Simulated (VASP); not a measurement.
# CsH (I4/mmm) in VASP: further runs, part 2 of 2

VASP 6.6.1. The steps go on from the part before.

## Step 4: Single point, r2SCAN (strain +0.040 along x and y, -0.040 along z)

File POSCAR:

```
CsH
1.0
    0.0000000000      3.3155200000      3.0604800000
    3.3155200000      0.0000000000      3.0604800000
    3.3155200000      3.3155200000      0.0000000000
Cs H
1 1
Direct
    0.0000000000      0.0000000000      0.0000000000
    0.5000000000      0.5000000000      0.5000000000
```

File INCAR.step1:

```
SYSTEM = CsH
PREC = Accurate
ENCUT = 520
ISMEAR = 0
SIGMA = 0.05
LREAL = .FALSE.
LASPH = .TRUE.
NELM = 100
NBANDS = 12
GGA = PE
ALGO = Normal
EDIFF = 1E-4
LWAVE = .TRUE.
LCHARG = .FALSE.
```

File INCAR.step2:

```
SYSTEM = CsH
PREC = Accurate
ENCUT = 520
EDIFF = 1E-6
ISMEAR = 0
SIGMA = 0.05
LREAL = .FALSE.
LASPH = .TRUE.
NELM = 100
ALGO = Normal
ISIF = 2
LWAVE = .FALSE.
LCHARG = .FALSE.
METAGGA = R2SCAN
LMIXTAU = .TRUE.
NBANDS = 12
ISTART = 1
```

File KPOINTS:

```
Automatic mesh
0
G
  6 6 6
  0 0 0
```

Potentials or basis: VASP PAW PBE potentials, release 64 (Cs_sv, H).

Run with:

```bash
$ cat potpaw_PBE.64/Cs_sv/POTCAR potpaw_PBE.64/H/POTCAR > POTCAR
$ cp INCAR.step1 INCAR
$ mpirun -np 1 vasp_std > vasp.out
$ cp INCAR.step2 INCAR
$ mpirun -np 1 vasp_std > vasp.out
```

OUTCAR:

```text
SYSTEM = CsH
   PREC = Accurate
   ENCUT = 520
   EDIFF = 1E-6
   ISMEAR = 0
   LREAL = .FALSE.
   LASPH = .TRUE.
   NELM = 100
   ISIF = 2
   METAGGA = R2SCAN
   ISTART = 1

 ion  position               nearest neighbor table
   1  0.000  0.000  0.000-
   2  0.500  0.500  0.500-

  LATTYP: Found a body centered tetragonal cell.
 ALAT       =     4.6888533503
 C/A-ratio  =     1.3054279037

  Lattice vectors:

 A1 = (   0.0000000000,  -3.3155200000,  -3.0604800000)
 A2 = (   0.0000000000,   3.3155200000,  -3.0604800000)
[... 537 lines left out ...]
      7       4.7285      0.00000
      8       6.6768      0.00000
      9       7.4299      0.00000
     10       8.4819      0.00000
     11       8.9522      0.00000
     12       9.5799      0.00000

 [... further k-points ...]
[... 5 lines left out ...]
  --------------------------------------------------------------------------------------
  -------------------------------------------------------------------------------------
  Total       -0.3149052     -0.3149052      0.4387682      0.0000000      0.0000000     -0.0000000
  in kB       -7.4983818     -7.4983818     10.4477530      0.0000000      0.0000000     -0.0000000
  external PRESSURE =      -1.5163369 kB  Pullay stress =       0.0000000 kB

 VOLUME and BASIS-vectors are now :
 -----------------------------------------------------------------------------
  energy-cutoff  :      520.00
  volume of cell :       67.29
      direct lattice vectors                 reciprocal lattice vectors
     0.000000000  3.315520000  3.060480000    -0.150805907  0.150805907  0.163373066
     3.315520000  0.000000000  3.060480000     0.150805907 -0.150805907  0.163373066
     3.315520000  3.315520000  0.000000000     0.150805907  0.150805907 -0.163373066

 POSITION                                       TOTAL-FORCE (eV/Angst)
 -----------------------------------------------------------------------------------
      0.00000      0.00000      0.00000         0.000000      0.000000      0.000000
      3.31552      3.31552      3.06048         0.000000      0.000000      0.000000
 -----------------------------------------------------------------------------------
    total drift:                               -0.000000      0.000000      0.000000

  FREE ENERGIE OF THE ION-ELECTRON SYSTEM (eV)
  ---------------------------------------------------
  free  energy   TOTEN  =       -28.9679409545 eV

  energy  without entropy=      -28.9679409545  energy(sigma->0) =      -28.96794095
```

OUTCAR.step1:

```text
SYSTEM = CsH
   PREC = Accurate
   ENCUT = 520
   ISMEAR = 0
   LREAL = .FALSE.
   LASPH = .TRUE.
[... 583 lines left out ...]
      0.00000      0.00000      0.00000         0.000000     -0.000000      0.000000
      3.31552      3.31552      3.06048        -0.000000      0.000000     -0.000000
 -----------------------------------------------------------------------------------
    total drift:                               -0.000000      0.000000      0.000000

  FREE ENERGIE OF THE ION-ELECTRON SYSTEM (eV)
  ---------------------------------------------------
  free  energy   TOTEN  =        -4.5346113640 eV

  energy  without entropy=       -4.5346113640  energy(sigma->0) =       -4.53461136
```

OSZICAR.step1:

```text
N       E                     dE             d eps       ncg     rms          rms(c)
DAV:   1     0.465211654202E+02    0.46521E+02   -0.39583E+03   720   0.670E+02
DAV:   2    -0.912988495465E+00   -0.47434E+02   -0.45007E+02   924   0.110E+02
DAV:   3    -0.533472814046E+01   -0.44217E+01   -0.44132E+01   900   0.370E+01
DAV:   4    -0.537812347752E+01   -0.43395E-01   -0.43393E-01   832   0.415E+00
DAV:   5    -0.537830062829E+01   -0.17715E-03   -0.17715E-03   948   0.279E-01    0.379E+00
DAV:   6    -0.465455003072E+01    0.72375E+00   -0.58432E-01   808   0.283E+00    0.158E+00
DAV:   7    -0.451114736153E+01    0.14340E+00   -0.66338E-01   800   0.270E+00    0.688E-01
DAV:   8    -0.454506867834E+01   -0.33921E-01   -0.88092E-02   784   0.114E+00    0.477E-01
DAV:   9    -0.453416079391E+01    0.10908E-01   -0.22000E-02   812   0.588E-01    0.437E-02
DAV:  10    -0.453448794977E+01   -0.32716E-03   -0.29705E-03   796   0.206E-01    0.258E-02
DAV:  11    -0.453464859517E+01   -0.16065E-03   -0.39051E-04   784   0.878E-02    0.314E-02
DAV:  12    -0.453461136396E+01    0.37231E-04   -0.11552E-04   772   0.473E-02
   1 F= -.45346114E+01 E0= -.45346114E+01  d E =-.289615E-12
```

Wall time 2.6 min (1 thread of Intel Xeon 8259CL, shared host); peak memory 0.22 GiB.

What came out:

| Property | Result |
| --- | --- |
| Free energy | -28.9679 eV |
| Pressure | -0.2 GPa |
| Band gap on the k mesh | 2.67 eV |

Stress tensor (GPa, compression positive):
```
-0.75  0.00  0.00
 0.00 -0.75  0.00
 0.00  0.00  1.04
```

Caveat: the cell differs from its parent crystal (strain +0.040 along x and y, -0.040 along z); the PAW data sets were made with another functional, which shifts forces and pressure a little; spin-orbit coupling is left out, which moves the levels of the heavy elements.

## Step 5: Summary

```csv
cell,gap on the mesh (eV),pressure (GPa)
"a = 4.239, b = 4.239, c = 4.328 Å, angles 59.3, 59.3, 61.4°, 2 atoms",2.41,2.4
"a = 4.607, b = 4.607, c = 4.328 Å, angles 62.0, 62.0, 56.0°, 2 atoms",2.59,0.4
"a = 4.512, b = 4.512, c = 4.689 Å, angles 58.7, 58.7, 62.6°, 2 atoms",2.67,-0.2
```

Alike in all rows: task single point; level r2SCAN; potentials or basis VASP PAW PBE potentials, release 64 (Cs_sv, H); no spin polarisation; k mesh 6 × 6 × 6; cutoff (eV) 520; smearing gaussian 0.05 eV.

Caveats: the PAW data sets were made with another functional, which shifts forces and pressure a little; spin-orbit coupling is left out, which moves the levels of the heavy elements.

Total energies depend on the potentials used, so only differences within one code and one set of settings carry meaning.
